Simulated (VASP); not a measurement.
# ZnO (Fm-3m) in VASP: settings compared

ZnO is run at these levels: PBE, r2SCAN; tasks: single point.

All numbers are computed with VASP 6.6.1; they aren't measurements. Logs are shortened: lines on timing, memory, paths and dates and some standing lists are left out, and cuts for length are marked.

### 1 The cell of the first run

Symmetry: Fm-3m, No. 225, cubic system. Conventional cell: a = 4.305 Å, b = 4.305 Å, c = 4.305 Å, α = 90.00°, β = 90.00°, γ = 90.00°. Within 2.8 Å of Zn (site symmetry m-3m) lie 6 O at 2.15 Å. O (site symmetry m-3m) has 6 Zn at 2.15 Å within 2.8 Å.

### 2 Single point, PBE (strain +0.9%)

The input, INCAR:

```
SYSTEM = ZnO
PREC = Accurate
ENCUT = 520
EDIFF = 1E-6
ISMEAR = -1
SIGMA = 0.02
LREAL = .False.
LASPH = .True.
NELM = 80
ALGO = Normal
ISIF = 2
LWAVE = .False.
LCHARG = .False.
GGA = PE
NBANDS = 16
```

The input, KPOINTS:

```
regular mesh
0
Gamma
  10 10 10
  0 0 0
```

The input, POSCAR:

```
ZnO
1.0
    0.0000000000      2.1525475758      2.1525475758
    2.1525475758      0.0000000000      2.1525475758
    2.1525475758      2.1525475758      0.0000000000
Zn O
1 1
Direct
    0.0000000000      0.0000000000      0.0000000000
    0.5000000000      0.5000000000      0.5000000000
```

Potentials or basis: VASP PAW PBE potentials, release 64 (Zn, O).

The run is started by

```
$ cat potpaw_PBE.64/Zn/POTCAR potpaw_PBE.64/O/POTCAR > POTCAR
$ mpirun -np 1 vasp_std > vasp.out
```

OUTCAR:

```text
SYSTEM = ZnO
   PREC = Accurate
   ENCUT = 520
   EDIFF = 1E-6
   ISMEAR = -1
   LREAL = .False.
   LASPH = .True.
   NELM = 80
   ISIF = 2
   GGA = PE

 ion  position               nearest neighbor table
   1  0.000  0.000  0.000-   2 2.15   2 2.15   2 2.15   2 2.15   2 2.15   2 2.15
   2  0.500  0.500  0.500-   1 2.15   1 2.15   1 2.15   1 2.15   1 2.15   1 2.15

  LATTYP: Found a face centered cubic cell.
 ALAT       =     4.3050951516

  Lattice vectors:

 A1 = (   0.0000000000,   2.1525475758,   2.1525475758)
 A2 = (   2.1525475758,   0.0000000000,   2.1525475758)
 A3 = (   2.1525475758,   2.1525475758,   0.0000000000)

Analysis of symmetry for initial positions (statically):
=====================================================================
 Subroutine PRICEL returns:
 Original cell was already a primitive cell.

 Routine SETGRP: Setting up the symmetry group for a
 face centered cubic supercell.

 Subroutine GETGRP returns: Found 48 space group operations
 (whereof 48 operations were pure point group operations)
 out of a pool of 48 trial point group operations.

The static configuration has the point symmetry O_h .

Analysis of symmetry for dynamics (positions and initial velocities):
=====================================================================
 Subroutine PRICEL returns:
 Original cell was already a primitive cell.

 Routine SETGRP: Setting up the symmetry group for a
 face centered cubic supercell.

 Subroutine GETGRP returns: Found 48 space group operations
 (whereof 48 operations were pure point group operations)
 out of a pool of 48 trial point group operations.

The dynamic configuration has the point symmetry O_h .

 Subroutine INISYM returns: Found 48 space group operations
 (whereof 48 operations are pure point group operations),
 and found     1 'primitive' translations

----------------------------------------------------------------------------------------

                                     Primitive cell

  volume of cell :      19.9475

  direct lattice vectors                    reciprocal lattice vectors
     0.000000000  2.152547576  2.152547576    -0.232282903  0.232282903  0.232282903
     2.152547576  0.000000000  2.152547576     0.232282903 -0.232282903  0.232282903
     2.152547576  2.152547576  0.000000000     0.232282903  0.232282903 -0.232282903

  length of vectors
     3.044161975  3.044161975  3.044161975     0.402325790  0.402325790  0.402325790

[... 79 lines left out ...]
   NELM   =     80;   NELMIN=  2; NELMDL= -5     # of ELM steps
   EDIFF  = 0.1E-05   stopping-criterion for ELM
   LREAL  =      F    real-space projection
   EDIFFG = 0.1E-04   stopping-criterion for IOM
   NSW    =      0    number of steps for IOM
   IBRION =     -1    ionic relax: 0-MD 1-quasi-New 2-CG
   NFREE  =      0    steps in history (QN), initial steepest desc. (CG)
   ISIF   =      2    stress and relaxation
   ISYM   =      2    0-nonsym 1-usesym 2-fastsym
   POTIM  = 0.5000    time-step for ionic-motion
   TEBEG  =    0.0;   TEEND  =   0.0 temperature during run
   PSTRESS=    0.0 pullay stress
   NELECT =      18.0000    total number of electrons
   NUPDOWN=      -1.0000    fix difference up-down
   EMIN   =  10.00;   EMAX   =-10.00  energy-range for DOS
   EFERMI =   0.00;   METHOD = LEGACY
   ISMEAR =    -1;   SIGMA  =   0.02  broadening in eV -4-tet -1-fermi 0-gaus
   EFERMI_NEDOS =   21; number of points for ismear=-14 and -15
   IALGO  =     38    algorithm
   IMIX   =      4    mixing-type and parameters
     AMIX     =   0.40;   BMIX     =  1.00
     AMIX_MAG =   1.60;   BMIX_MAG =  1.00
  volume/ion in A,a.u.               =       9.97        67.31
  Fermi-wavevector in a.u.,A,eV,Ry     =   1.581987  2.989522 34.051067  2.502683
  Thomas-Fermi vector in A             =   2.681979
   LORBIT       =      0    0 simple, 1 ext, 2 COOP (PROOUT), +10 PAW based schemes
   GGA     = PE    functional components
   LHFCALC =     F    Hartree Fock is set to
   AEXX    =    0.0000 exact exchange contribution
   IVDW    =     0    specifies the selected vdW correction
   LEPSILON=     F    determine dielectric tensor
   LRPA    =     F    only Hartree local field effects (RPA)
 non-spin polarized calculation
  energy-cutoff  :      520.00
  volume of cell :       19.95
 maximum number of plane-waves:       548
   NGX = 11   NGY = 11   NGZ = 11

 number of electron      18.0000013 magnetization

 Free energy of the ion-electron system (eV)
  ---------------------------------------------------
  ext. energy  EPLUGINS =         0.00000000
  ---------------------------------------------------
  free energy    TOTEN  =        -8.62618658 eV

  energy without entropy =       -8.62618658  energy(sigma->0) =       -8.62618658

 E-fermi :   2.9500     XC(G=0): -12.1948

 val. band max:        2.5534927611   @ k =   0.5000   0.0000   0.0000
 cond. band min:       3.3504963613   @ k =   0.0000   0.0000   0.0000
 fundamental gap:      0.7970036002
 Fermi energy:         2.9499735566

 k-point     1 :       0.0000    0.0000    0.0000
  band No.  band energies     occupation
      1     -15.8808      2.00000
      2      -2.2748      2.00000
      3      -2.2748      2.00000
      4      -2.2748      2.00000
      5      -2.0674      2.00000
      6      -2.0674      2.00000
[... 433 lines left out ...]
      3      -2.6596      2.00000
      4      -2.2317      2.00000
      5      -2.0291      2.00000
      6      -1.8418      2.00000
[... 8 lines left out ...]
     15      29.8333      0.00000
     16      30.1205      0.00000

 [... further k-points ...]

------------------------ aborting loop because EDIFF is reached ----------------------------------------

  FORCE on cell =-STRESS in cart. coord.  units (eV):
  Direction    XX          YY          ZZ          XY          YZ          ZX
  --------------------------------------------------------------------------------------
  -------------------------------------------------------------------------------------
  Total        0.4977802      0.4977802      0.4977802      0.0000000      0.0000000      0.0000000
  in kB       39.9815800     39.9815800     39.9815800      0.0000000      0.0000000      0.0000000
  external PRESSURE =      39.9815800 kB  Pullay stress =       0.0000000 kB

 VOLUME and BASIS-vectors are now :
 -----------------------------------------------------------------------------
  energy-cutoff  :      520.00
  volume of cell :       19.95
      direct lattice vectors                 reciprocal lattice vectors
     0.000000000  2.152547576  2.152547576    -0.232282903  0.232282903  0.232282903
     2.152547576  0.000000000  2.152547576     0.232282903 -0.232282903  0.232282903
     2.152547576  2.152547576  0.000000000     0.232282903  0.232282903 -0.232282903

 POSITION                                       TOTAL-FORCE (eV/Angst)
 -----------------------------------------------------------------------------------
      0.00000      0.00000      0.00000        -0.000000     -0.000000     -0.000000
      2.15255      2.15255      2.15255         0.000000      0.000000      0.000000
 -----------------------------------------------------------------------------------
    total drift:                                0.000000     -0.000000     -0.000000

  FREE ENERGIE OF THE ION-ELECTRON SYSTEM (eV)
  ---------------------------------------------------
  free  energy   TOTEN  =        -8.6261865752 eV

  energy  without entropy=       -8.6261865752  energy(sigma->0) =       -8.62618658
```

stdout:

```text
POSCAR found type information on POSCAR ZnO
 POSCAR found :  2 types and       2 ions
 scaLAPACK will be used
 LDA part: xc-table for (Slater+PW92), standard interpolation
 POSCAR, INCAR and KPOINTS ok, starting setup
 FFT: planning ... GRIDC
 FFT: planning ... GRID_SOFT
 FFT: planning ... GRID
 WAVECAR not read
 entering main loop
```

Run time: 7.4 s. Hardware: 1 thread of AMD EPYC 9R45 (Zen 5), shared host; peak memory 0.11 GiB.

What came out:

- Free energy: -8.6262 eV
- Pressure: 4.0 GPa
- Band gap on the k mesh: 0.80 eV, indirect (least direct gap 2.10 eV)

Caveat: the cell differs from its parent crystal (strain +0.9%). A k mesh can miss the band edges.

### 3 Single point, r2SCAN (strain +0.9%)

POSCAR is that of step 2.

The input, INCAR.step1:

```
ALGO = Normal ; EDIFF = 1E-4
ENCUT = 520 ; GGA = PE
ISMEAR = 0 ; LASPH = True
LCHARG = False ; LREAL = False
LWAVE = True ; NBANDS = 16
NELM = 100 ; PREC = Accurate
SIGMA = 0.01
```

The input, INCAR.step2:

```
ALGO = Normal ; EDIFF = 1E-6
ENCUT = 520 ; ISIF = 2
ISMEAR = 0 ; ISTART = 1
LASPH = True ; LCHARG = True
LELF = True ; LMIXTAU = True
LREAL = False ; LVHAR = True
LWAVE = False ; METAGGA = R2SCAN
NBANDS = 16 ; NELM = 100
PREC = Accurate ; SIGMA = 0.01
```

The input, KPOINTS:

```
k-points
0
Gamma
  10 10 10
```

Potentials or basis: VASP PAW PBE potentials, release 64 (Zn, O).

The run is started by

```
$ cat potpaw_PBE.64/Zn/POTCAR potpaw_PBE.64/O/POTCAR > POTCAR
$ cp INCAR.step1 INCAR
$ mpirun -np 1 vasp_std > vasp.out
$ cp INCAR.step2 INCAR
$ mpirun -np 1 vasp_std > vasp.out
```

OUTCAR:

```text
EDIFF = 1E-6
   ENCUT = 520
   ISIF = 2
   ISMEAR = 0
   ISTART = 1
   LASPH = True
   LREAL = False
   METAGGA = R2SCAN
   NELM = 100
   PREC = Accurate

 ion  position               nearest neighbor table
   1  0.000  0.000  0.000-   2 2.15   2 2.15   2 2.15   2 2.15   2 2.15   2 2.15
   2  0.500  0.500  0.500-   1 2.15   1 2.15   1 2.15   1 2.15   1 2.15   1 2.15

  LATTYP: Found a face centered cubic cell.
 ALAT       =     4.3050951516

  Lattice vectors:

[... 641 lines left out ...]
 [... further k-points ...]

------------------------ aborting loop because EDIFF is reached ----------------------------------------

  FORCE on cell =-STRESS in cart. coord.  units (eV):
  Direction    XX          YY          ZZ          XY          YZ          ZX
  --------------------------------------------------------------------------------------
  -------------------------------------------------------------------------------------
  Total       -0.4180860     -0.4180860     -0.4180860      0.0000000      0.0000000      0.0000000
  in kB      -33.5805602    -33.5805602    -33.5805602      0.0000000      0.0000000      0.0000000
  external PRESSURE =     -33.5805602 kB  Pullay stress =       0.0000000 kB

 VOLUME and BASIS-vectors are now :
 -----------------------------------------------------------------------------
  energy-cutoff  :      520.00
  volume of cell :       19.95
      direct lattice vectors                 reciprocal lattice vectors
     0.000000000  2.152547576  2.152547576    -0.232282903  0.232282903  0.232282903
     2.152547576  0.000000000  2.152547576     0.232282903 -0.232282903  0.232282903
     2.152547576  2.152547576  0.000000000     0.232282903  0.232282903 -0.232282903

 POSITION                                       TOTAL-FORCE (eV/Angst)
 -----------------------------------------------------------------------------------
      0.00000      0.00000      0.00000        -0.000000      0.000000      0.000000
      2.15255      2.15255      2.15255         0.000000     -0.000000     -0.000000
 -----------------------------------------------------------------------------------
    total drift:                                0.000000     -0.000000     -0.000000

  FREE ENERGIE OF THE ION-ELECTRON SYSTEM (eV)
  ---------------------------------------------------
  free  energy   TOTEN  =       -17.9455526994 eV

  energy  without entropy=      -17.9455526994  energy(sigma->0) =      -17.94555270
```

Wall time 38 s (1 thread of AMD EPYC 9R45 (Zen 5), shared host); peak memory 0.12 GiB.

What came out:

* Free energy: -17.9456 eV
* Pressure: -3.4 GPa
* Band gap on the k mesh: 1.42 eV, indirect (least direct gap 2.75 eV)

Caveat: the cell differs from its parent crystal (strain +0.9%); the PAW data sets were made with another functional, which shifts forces and pressure a little.
